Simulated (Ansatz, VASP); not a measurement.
One calculation of ZrC2, two programs

File INCAR:

```
SYSTEM = ZrC2
PREC = Accurate
ENCUT = 600
EDIFF = 1E-7
ISMEAR = 0
SIGMA = 0.1
LREAL = .FALSE.
LASPH = .TRUE.
NELM = 60
ALGO = Normal
ISIF = 3
LWAVE = .FALSE.
LCHARG = .FALSE.
GGA = PE
IBRION = 2
NSW = 80
EDIFFG = -0.05
```

Contents of KPOINTS:

```
regular mesh
0
G
  6 6 6
  0 0 0
```

Contents of POSCAR:

```
ZrC2
1.0
    1.6293209359     -6.5029057666      0.0000000000
    1.6293209359      6.5029057666      0.0000000000
    0.0000000000      0.0000000000      3.2356797505
Zr C
2 4
Direct
    0.8946665383      0.1053334617      0.7500000000
    0.1053334617      0.8946665383      0.2500000000
    0.5530999453      0.4469000547      0.7500000000
    0.4469000547      0.5530999453      0.2500000000
    0.2503123055      0.7496876945      0.7500000000
    0.7496876945      0.2503123055      0.2500000000
```

Input for Ansatz:

```yaml
crystal:
  lattice:
    - [1.6293209359, -6.5029057666, 0.0]
    - [1.6293209359, 6.5029057666, 0.0]
    - [0.0, 0.0, 3.2356797505]
  atoms:
    - { symbol: Zr, position: [0.8946665383, 0.1053334617, 0.75] }
    - { symbol: Zr, position: [0.1053334617, 0.8946665383, 0.25] }
    - { symbol: C, position: [0.5530999453, 0.4469000547, 0.75] }
    - { symbol: C, position: [0.4469000547, 0.5530999453, 0.25] }
    - { symbol: C, position: [0.2503123055, 0.7496876945, 0.75] }
    - { symbol: C, position: [0.7496876945, 0.2503123055, 0.25] }
basis:
  ecutwfc: 420
kpoints:
  mp_grid: { grid: [6, 6, 6] }
hamiltonian:
  xc: pbe
scf:
  occupations: { method: gaussian, width: 0.1 }
output:
  forces: true
  stress: true
  eigenvalues: true
relax:
  adjacent_minimum: "off"
  f_tol: 0.05
  max_steps: 60
  cell: { stress_tol: 0.5 }
```

Alike in both runs: task relaxation of cell and atoms; functional PBE; k mesh 6 × 6 × 6; occupations gaussian, width 0.1 eV; no spin polarisation.

|  | VASP | Ansatz |
| --- | --- | --- |
| version | VASP 6.6.1 | Ansatz 0.2.0 |
| potentials or method | VASP PAW PBE potentials, release 64 (Zr_sv, C), cutoff 600 eV | scalar-relativistic, plane waves, PAW |
| valence electrons in the cell | 40 | 40 |

|  | VASP | Ansatz | Ansatz less VASP |
| --- | --- | --- | --- |
| gap on the k mesh at the Fermi level, each at its own relaxed structure (eV) | none | none | - |
| relaxed volume (Å³/atom) | 10.14 | 10.15 | +0.006 |
| relaxed length of the cell vector where the two differ most in proportion (Å) | 6.852 | 6.856 | +0.0040 |

A gap of «none» marks a metal or a gap that the smearing closes.
